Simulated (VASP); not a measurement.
# TaN (P6/mmm) in VASP: notebook

TaN is run at these levels: RPBE+D4; tasks: single point.

All numbers are computed with VASP 6.6.1; they aren't measurements. Logs are shortened: lines on timing, memory, paths and dates and some standing lists are left out, and cuts for length are marked.

## Step 1: The cell of the first run

Symmetry: P6/mmm, No. 191, hexagonal system. The conventional cell has a = 5.318 Å, b = 5.318 Å, c = 2.929 Å, α = 90.00°, β = 90.00°, γ = 120.00°. Within 3.5 Å of Ta (site symmetry 6/mmm) lie 6 N at 2.66 Å and 14 Ta at 2.93 to 3.40 Å. Ta (site symmetry -6m2) has 6 N at 2.12 Å within 2.8 Å. N (site symmetry mmm) has 6 Ta at 2.12 to 2.66 Å and 4 N at 2.66 Å within 2.8 Å.

## Step 2: Single point, RPBE+D4, collinear spin (11.95 Å³/atom)

Input file INCAR:

```
PREC = Accurate ; ENCUT = 520
EDIFF = 1E-6 ; ISMEAR = 0
SIGMA = 0.05 ; LREAL = False
LASPH = True ; NELM = 150
ALGO = Normal ; ISIF = 2
LWAVE = False ; LCHARG = False
ISPIN = 2 ; MAGMOM = 0.05 -0.05 -0.05 0 0 0
LORBIT = 11 ; LMAXMIX = 4
GGA = RP ; IVDW = 13
NBANDS = 37
```

Input file KPOINTS:

```
Automatic mesh
0
Gamma
  6 6 8
```

Input file POSCAR:

```
TaN
1.0
    5.3177462051      0.0000000000      0.0000000000
   -2.6588731026      4.6053033045      0.0000000000
    0.0000000000      0.0000000000      2.9286237126
Ta N
3 3
Direct
    0.0000000000      0.0000000000      0.0000000000
    0.3333333333      0.6666666667      0.5000000000
    0.6666666667      0.3333333333      0.5000000000
    0.5000000000      0.0000000000      0.0000000000
    0.5000000000      0.5000000000      0.0000000000
    0.0000000000      0.5000000000      0.0000000000
```

Potentials or basis: VASP PAW PBE potentials, release 64 (Ta_pv, N).

Launch:

```sh
$ cat potpaw_PBE.64/Ta_pv/POTCAR potpaw_PBE.64/N/POTCAR > POTCAR
$ mpirun -np 1 vasp_std > vasp.out
```

OUTCAR:

```text
PREC = Accurate
   ENCUT = 520
   EDIFF = 1E-6
   ISMEAR = 0
   LREAL = False
   LASPH = True
   NELM = 150
   ISIF = 2
   ISPIN = 2
   LORBIT = 11
   GGA = RP
   IVDW = 13

 ion  position               nearest neighbor table
   1  0.000  0.000  0.000-   5 2.66   5 2.66   4 2.66   4 2.66   6 2.66   6 2.66   3 3.40   3 3.40
                             2 3.40   2 3.40   2 3.40   3 3.40   2 3.40   3 3.40   2 3.40   3 3.40
   2  0.333  0.667  0.500-   6 2.12   6 2.12   4 2.12   4 2.12   5 2.12   5 2.12   3 3.07   3 3.07
                             3 3.07   1 3.40   1 3.40   1 3.40   1 3.40   1 3.40   1 3.40
   3  0.667  0.333  0.500-   6 2.12   6 2.12   4 2.12   4 2.12   5 2.12   5 2.12   2 3.07   2 3.07
                             2 3.07   1 3.40   1 3.40   1 3.40   1 3.40   1 3.40   1 3.40
   4  0.500  0.000  0.000-   2 2.12   3 2.12   2 2.12   3 2.12   1 2.66   1 2.66
   5  0.500  0.500  0.000-   2 2.12   3 2.12   2 2.12   3 2.12   1 2.66   1 2.66
   6  0.000  0.500  0.000-   2 2.12   3 2.12   2 2.12   3 2.12   1 2.66   1 2.66

  LATTYP: Found a hexagonal cell.
 ALAT       =     5.3177462051
 C/A-ratio  =     0.5507264919

  Lattice vectors:

 A1 = (   5.3177462051,   0.0000000000,   0.0000000000)
 A2 = (  -2.6588731026,   4.6053033045,   0.0000000000)
 A3 = (   0.0000000000,   0.0000000000,   2.9286237126)

Analysis of symmetry for initial positions (statically):
=====================================================================
 Subroutine PRICEL returns:
 Original cell was already a primitive cell.

 Routine SETGRP: Setting up the symmetry group for a
 hexagonal supercell.

 Subroutine GETGRP returns: Found 24 space group operations
 (whereof 24 operations were pure point group operations)
 out of a pool of 24 trial point group operations.

The static configuration has the point symmetry D_6h.

Analysis of symmetry for dynamics (positions and initial velocities):
=====================================================================
 Subroutine PRICEL returns:
 Original cell was already a primitive cell.

 Routine SETGRP: Setting up the symmetry group for a
 hexagonal supercell.

 Subroutine GETGRP returns: Found 24 space group operations
 (whereof 24 operations were pure point group operations)
 out of a pool of 24 trial point group operations.

The dynamic configuration has the point symmetry D_6h.

Analysis of structural, dynamic, and magnetic symmetry:
=====================================================================
 Subroutine PRICEL returns:
 Original cell was already a primitive cell.

 Routine SETGRP: Setting up the symmetry group for a
 hexagonal supercell.

 Subroutine GETGRP returns: Found 24 space group operations
 (whereof 24 operations were pure point group operations)
 out of a pool of 24 trial point group operations.

The overall configuration has the point symmetry D_6h.

 Subroutine INISYM returns: Found 24 space group operations
 (whereof 24 operations are pure point group operations),
 and found     1 'primitive' translations

----------------------------------------------------------------------------------------

                                     Primitive cell

  volume of cell :      71.7215

  direct lattice vectors                    reciprocal lattice vectors
     5.317746205  0.000000000  0.000000000     0.188049591  0.108570482  0.000000000
    -2.658873103  4.605303304  0.000000000     0.000000000  0.217140964  0.000000000
     0.000000000  0.000000000  2.928623713     0.000000000  0.000000000  0.341457319

  length of vectors
     5.317746205  5.317746205  2.928623713     0.217140964  0.217140964  0.341457319

  position of ions in fractional coordinates (direct lattice)
     0.000000000  0.000000000  0.000000000
     0.333333333  0.666666667  0.500000000
     0.666666667  0.333333333  0.500000000
     0.500000000  0.000000000  0.000000000
     0.500000000  0.500000000  0.000000000
     1.000000000  0.500000000  0.000000000

  ion indices of the primitive-cell ions
   primitive index   ion index
                 1           1
                 2           2
                 3           3
                 4           4
                 5           5
                 6           6

----------------------------------------------------------------------------------------

 KPOINTS: Automatic mesh

Automatic generation of k-mesh.
 Grid dimensions read from file:
 generate k-points for:    6    6    8

 Generating k-lattice:

  Cartesian coordinates                     Fractional coordinates (reciprocal lattice)
     0.031341599  0.018095080  0.000000000     0.166666667  0.000000000  0.000000000
     0.000000000  0.036190161  0.000000000     0.000000000  0.166666667  0.000000000
     0.000000000  0.000000000  0.042682165     0.000000000  0.000000000  0.125000000

  Length of vectors
     0.036190161  0.036190161  0.042682165

  Shift w.r.t. Gamma in fractional coordinates (k-lattice)
     0.000000000  0.000000000  0.000000000

 Subroutine IBZKPT returns following result:
 ===========================================

 Found     35 irreducible k-points:

 Following reciprocal coordinates:
            Coordinates               Weight
  0.000000  0.000000  0.000000      1.000000
  0.166667  0.000000  0.000000      6.000000
  0.333333  0.000000  0.000000      6.000000
  0.500000  0.000000  0.000000      3.000000
  0.166667  0.166667  0.000000      6.000000
  0.333333  0.166667  0.000000     12.000000
[... 16 lines left out ...]
  0.166667  0.000000  0.375000     12.000000
  0.333333  0.000000  0.375000     12.000000
 [... further k-points ...]
   k-points           NKPTS =     35   k-points in BZ     NKDIM =     35   number of bands    NBANDS=     37
   number of dos      NEDOS =    301   number of ions     NIONS =      6
   total plane-waves  NPLWV =  38400
   dimension x,y,z NGX =    40 NGY =   40 NGZ =   24
   dimension x,y,z NGXF=    80 NGYF=   80 NGZF=   48
   ions per type =               3   3
   NGX,Y,Z   is equivalent  to a cutoff of  12.50, 12.50, 13.62 a.u.
   NGXF,Y,Z  is equivalent  to a cutoff of  25.01, 25.01, 27.25 a.u.
 SYSTEM =  unknown system
   PREC   = accura    normal or accurate (medium, high low for compatibility)
   ISTART =      0    job   : 0-new  1-cont  2-samecut
   ICHARG =      2    charge: 1-file 2-atom 10-const
   ISPIN  =      2    spin polarized calculation?
   LNONCOLLINEAR =      F non collinear calculations
   LSORBIT =      F    spin-orbit coupling
   LASPH  =      T    aspherical Exc in radial PAW
   ENCUT  =  520.0 eV  38.22 Ry    6.18 a.u.   9.89  9.89  5.45*2*pi/ulx,y,z
   NELM   =    150;   NELMIN=  2; NELMDL= -5     # of ELM steps
   EDIFF  = 0.1E-05   stopping-criterion for ELM
   LREAL  =      F    real-space projection
   EDIFFG = 0.1E-04   stopping-criterion for IOM
   NSW    =      0    number of steps for IOM
   IBRION =     -1    ionic relax: 0-MD 1-quasi-New 2-CG
   NFREE  =      0    steps in history (QN), initial steepest desc. (CG)
   ISIF   =      2    stress and relaxation
   ISYM   =      2    0-nonsym 1-usesym 2-fastsym
   POTIM  = 0.5000    time-step for ionic-motion
   TEBEG  =    0.0;   TEEND  =   0.0 temperature during run
   PSTRESS=    0.0 pullay stress
   NELECT =      48.0000    total number of electrons
   NUPDOWN=      -1.0000    fix difference up-down
   EMIN   =  10.00;   EMAX   =-10.00  energy-range for DOS
   EFERMI =   0.00;   METHOD = LEGACY
   ISMEAR =     0;   SIGMA  =   0.05  broadening in eV -4-tet -1-fermi 0-gaus
   EFERMI_NEDOS =   21; number of points for ismear=-14 and -15
   IALGO  =     38    algorithm
   IMIX   =      4    mixing-type and parameters
     AMIX     =   0.40;   BMIX     =  1.00
     AMIX_MAG =   1.60;   BMIX_MAG =  1.00
  volume/ion in A,a.u.               =      11.95        80.67
  Fermi-wavevector in a.u.,A,eV,Ry     =   1.431986  2.706061 27.899888  2.050584
  Thomas-Fermi vector in A             =   2.551663
   LORBIT       =     11    0 simple, 1 ext, 2 COOP (PROOUT), +10 PAW based schemes
   GGA     = RP    functional components
   LHFCALC =     F    Hartree Fock is set to
   AEXX    =    0.0000 exact exchange contribution
   IVDW    =    13    specifies the selected vdW correction
   LEPSILON=     F    determine dielectric tensor
   LRPA    =     F    only Hartree local field effects (RPA)
 spin polarized calculation
 Gauss-broadening in eV      SIGMA  =   0.05
  energy-cutoff  :      520.00
  volume of cell :       71.72
 maximum number of plane-waves:      1960
 NGX is ok and might be reduce to    40
   NGX = 19   NGY = 19   NGZ = 11

 number of electron      48.0000008 magnetization      -0.0000214

 number of electron      48.0000008 magnetization       0.0000010

 Free energy of the ion-electron system (eV)
  ---------------------------------------------------
  ext. energy  EPLUGINS =         0.00000000
  ---------------------------------------------------
  free energy    TOTEN  =       -61.78750619 eV

  energy without entropy =      -61.78456141  energy(sigma->0) =      -61.78603380

 E-fermi :   7.7701     XC(G=0): -12.6700

 val. band max:        7.7619618257   @ k =   0.1667   0.0000   0.2500
 cond. band min:       7.7783130931   @ k =   0.1667   0.0000   0.0000
 fundamental gap:      0.0163512674
 Fermi energy:         7.7701240929

 spin component 1

 k-point     1 :       0.0000    0.0000    0.0000
  band No.  band energies     occupation
      1     -28.5601      1.00000
      2     -28.5601      1.00000
      3     -28.2349      1.00000
      4     -28.2349      1.00000
      5     -28.0117      1.00000
      6     -27.9111      1.00000
[... 28 lines left out ...]
     35      11.3255      0.00000
     36      15.1957      0.00000

 k-point     2 :       0.1667    0.0000    0.0000
  band No.  band energies     occupation
      1     -28.5735      1.00000
      2     -28.5486      1.00000
      3     -28.2334      1.00000
      4     -28.2182      1.00000
      5     -28.0056      1.00000
      6     -27.9170      1.00000
[... 28 lines left out ...]
     35      11.2728      0.00000
     36      14.7264      0.00000
[... 817 lines left out ...]
     35      12.4078      0.00000
     36      14.8324      0.00000

 k-point    24 :       0.3333    0.0000    0.3750
  band No.  band energies     occupation
      1     -28.6952      1.00000
      2     -28.5932      1.00000
      3     -28.4612      1.00000
      4     -28.3880      1.00000
      5     -28.1758      1.00000
      6     -28.0972      1.00000
[... 28 lines left out ...]
     35      13.0594      0.00000
     36      13.9446      0.00000

 [... further k-points ...]

 spin component 2

 k-point     1 :       0.0000    0.0000    0.0000
  band No.  band energies     occupation
      1     -28.5600      1.00000
      2     -28.5600      1.00000
      3     -28.2348      1.00000
      4     -28.2348      1.00000
      5     -28.0116      1.00000
      6     -27.9111      1.00000
[... 28 lines left out ...]
     35      11.3255      0.00000
     36      15.1959      0.00000

 k-point     2 :       0.1667    0.0000    0.0000
  band No.  band energies     occupation
      1     -28.5735      1.00000
      2     -28.5485      1.00000
      3     -28.2334      1.00000
      4     -28.2181      1.00000
      5     -28.0055      1.00000
      6     -27.9170      1.00000
[... 28 lines left out ...]
     35      11.2728      0.00000
     36      14.7264      0.00000
[... 817 lines left out ...]
     35      12.4078      0.00000
     36      14.8324      0.00000

 k-point    24 :       0.3333    0.0000    0.3750
  band No.  band energies     occupation
      1     -28.6952      1.00000
      2     -28.5931      1.00000
      3     -28.4611      1.00000
      4     -28.3879      1.00000
      5     -28.1757      1.00000
      6     -28.0972      1.00000
[... 28 lines left out ...]
     35      13.0594      0.00000
     36      13.9446      0.00000

 [... further k-points ...]

 [bands above 36 left out]

------------------------ aborting loop because EDIFF is reached ----------------------------------------

  DFT-D4 for vdW energy calculation

  Edisp (eV):   -3.37132

  FORCE on cell =-STRESS in cart. coord.  units (eV):
  Direction    XX          YY          ZZ          XY          YZ          ZX
  --------------------------------------------------------------------------------------
  -------------------------------------------------------------------------------------
  Total      -4.31708    -4.31708    -4.29922     0.00000     0.00000    -0.00000
  in kB     -96.43873   -96.43873   -96.03982     0.00000     0.00000    -0.00000
  external pressure =      -96.31 kB  Pullay stress =        0.00 kB

 VOLUME and BASIS-vectors are now :
 -----------------------------------------------------------------------------
  energy-cutoff  :      520.00
  volume of cell :       71.72
      direct lattice vectors                 reciprocal lattice vectors
     5.317746205  0.000000000  0.000000000     0.188049591  0.108570482  0.000000000
    -2.658873103  4.605303304  0.000000000     0.000000000  0.217140964  0.000000000
     0.000000000  0.000000000  2.928623713     0.000000000  0.000000000  0.341457319

 POSITION                                       TOTAL-FORCE (eV/Angst)
 -----------------------------------------------------------------------------------
      0.00000      0.00000      0.00000        -0.000000      0.000000      0.000000
     -0.00000      3.07020      1.46431         0.000000     -0.000000      0.000000
      2.65887      1.53510      1.46431         0.000000      0.000000     -0.000000
      2.65887      0.00000      0.00000        -0.000000      0.000000      0.000000
      1.32944      2.30265      0.00000        -0.000000      0.000000      0.000000
     -1.32944      2.30265      0.00000        -0.000000      0.000000      0.000000
 -----------------------------------------------------------------------------------
    total drift:                               -0.000000      0.000000     -0.000000

  FREE ENERGIE OF THE ION-ELECTRON SYSTEM (eV)
  ---------------------------------------------------
  free  energy   TOTEN  =       -65.1588306885 eV

  energy  without entropy=      -65.1558859090  energy(sigma->0) =      -65.15735830

 total charge

# of ion       s       p       d       tot
------------------------------------------
    1        0.267   6.097   2.208   8.571
    2        0.310   6.278   2.327   8.916
    3        0.310   6.278   2.327   8.916
    4        1.254   2.523   0.000   3.777
    5        1.254   2.523   0.000   3.777
    6        1.254   2.523   0.000   3.777
--------------------------------------------------
tot          4.649  26.224   6.862  37.735

 magnetization (x)

# of ion       s       p       d       tot
------------------------------------------
    1       -0.000  -0.000  -0.000  -0.000
    2       -0.000   0.000   0.000   0.000
    3       -0.000   0.000   0.000   0.000
    4        0.000  -0.000   0.000  -0.000
    5        0.000  -0.000   0.000  -0.000
    6        0.000  -0.000   0.000  -0.000
--------------------------------------------------
tot         -0.000  -0.000  -0.000  -0.000
```

Run time: 2.6 min. Hardware: 1 thread of AMD EPYC 7R13 (Zen 3), shared host; peak memory 0.27 GiB.

Results:

```yaml
Free_energy: -65.1588 eV
Pressure: -9.6 GPa
Band_gap_on_the_k_mesh: zero (filled and empty bands overlap)
Net_moment: 0.00 μB per cell
Valence_electrons_inside_the_program's_atomic_spheres: Ta 8.57, 8.92 (each value once); N 3.78
Dispersion_energy_per_atom: -0.562 eV
```

Levels at points of the mesh, in eV from the Fermi level:
Spin up:
| k point | band 21 | band 22 | band 23 | band 24 | band 25 | band 26 | band 27 | band 28 |
| --- | --- | --- | --- | --- | --- | --- | --- | --- |
| (0.00, 0.00, 0.00) | -3.08 | -2.47 | -2.13 | -1.19 | -1.19 | 0.89 | 0.89 | 0.93 |
| (0.50, 0.00, 0.00) | -3.31 | -3.02 | -1.72 | -0.78 | 1.15 | 1.71 | 1.74 | 2.17 |
| (0.00, 0.00, 0.50) | -3.11 | -3.11 | -1.90 | 0.79 | 0.79 | 1.51 | 1.54 | 2.21 |
| (0.50, 0.00, 0.50) | -3.28 | -2.94 | -2.03 | -1.23 | 0.94 | 1.24 | 2.86 | 3.08 |
Spin down:
```
           k point  band 22  band 23  band 24  band 25  band 26  band 27
(0.00, 0.00, 0.00)    -2.47    -2.13    -1.19    -1.19     0.89     0.89
(0.50, 0.00, 0.00)    -3.02    -1.72    -0.78     1.15     1.71     1.74
(0.00, 0.00, 0.50)    -3.11    -1.90     0.79     0.79     1.51     1.54
(0.50, 0.00, 0.50)    -2.94    -2.03    -1.23     0.94     1.24     2.86
```

Caveat: the cell stands under tension; the PAW data sets were made with another functional, which shifts forces and pressure a little; spin-orbit coupling is left out, which moves the levels of the heavy elements.

## Step 3: Single point, RPBE+D4, collinear spin (11.95 Å³/atom)

INCAR, as its differences from that of step 2:

```diff
@@ -4,3 +4,3 @@
 LASPH = True ; NELM = 150
-ALGO = Normal ; ISIF = 2
+ALGO = Fast ; ISIF = 2
 LWAVE = False ; LCHARG = False
```

KPOINTS is that of step 2.

POSCAR is that of step 2.

Potentials or basis: VASP PAW PBE potentials, release 64 (Ta_pv, N).

Launch:

```sh
$ cat potpaw_PBE.64/Ta_pv/POTCAR potpaw_PBE.64/N/POTCAR > POTCAR
$ mpirun -np 1 vasp_std > vasp.out
```

Wall time 2.3 min (1 thread of Oxide Virtual Turin-like, shared host); peak memory 0.27 GiB.

The run converged. Its results:

| Item | Value |
| --- | --- |
| Free energy | -65.1588 eV |
| Pressure | -9.6 GPa |
| Band gap on the k mesh | zero (filled and empty bands overlap) |
| Net moment | 0.00 μB per cell |
| Valence electrons inside the program's atomic spheres | Ta 8.57, 8.92 (each value once); N 3.78 |
| Dispersion energy per atom | -0.562 eV |

Levels at points of the mesh, in eV from the Fermi level:
Spin up:
| k point | band 21 | band 22 | band 23 | band 24 | band 25 | band 26 | band 27 | band 28 |
| --- | --- | --- | --- | --- | --- | --- | --- | --- |
| (0.00, 0.00, 0.00) | -3.08 | -2.47 | -2.13 | -1.19 | -1.19 | 0.89 | 0.89 | 0.93 |
| (0.50, 0.00, 0.00) | -3.31 | -3.02 | -1.72 | -0.78 | 1.15 | 1.71 | 1.74 | 2.17 |
| (0.00, 0.00, 0.50) | -3.11 | -3.11 | -1.90 | 0.79 | 0.79 | 1.51 | 1.54 | 2.21 |
| (0.50, 0.00, 0.50) | -3.28 | -2.94 | -2.03 | -1.23 | 0.94 | 1.24 | 2.86 | 3.08 |
Spin down:
```csv
k point,band 20,band 21,band 22,band 23,band 24,band 25,band 26,band 27,band 28,band 29
"(0.00, 0.00, 0.00)",-3.10,-3.08,-2.47,-2.13,-1.19,-1.19,0.89,0.89,0.93,1.96
"(0.50, 0.00, 0.00)",-4.39,-3.31,-3.02,-1.72,-0.78,1.15,1.71,1.74,2.17,2.38
"(0.00, 0.00, 0.50)",-3.50,-3.11,-3.11,-1.90,0.79,0.79,1.51,1.54,2.21,2.21
"(0.50, 0.00, 0.50)",-4.33,-3.28,-2.94,-2.03,-1.23,0.94,1.24,2.86,3.08,3.39
```

Caveat: the cell stands under tension; the PAW data sets were made with another functional, which shifts forces and pressure a little; spin-orbit coupling is left out, which moves the levels of the heavy elements.
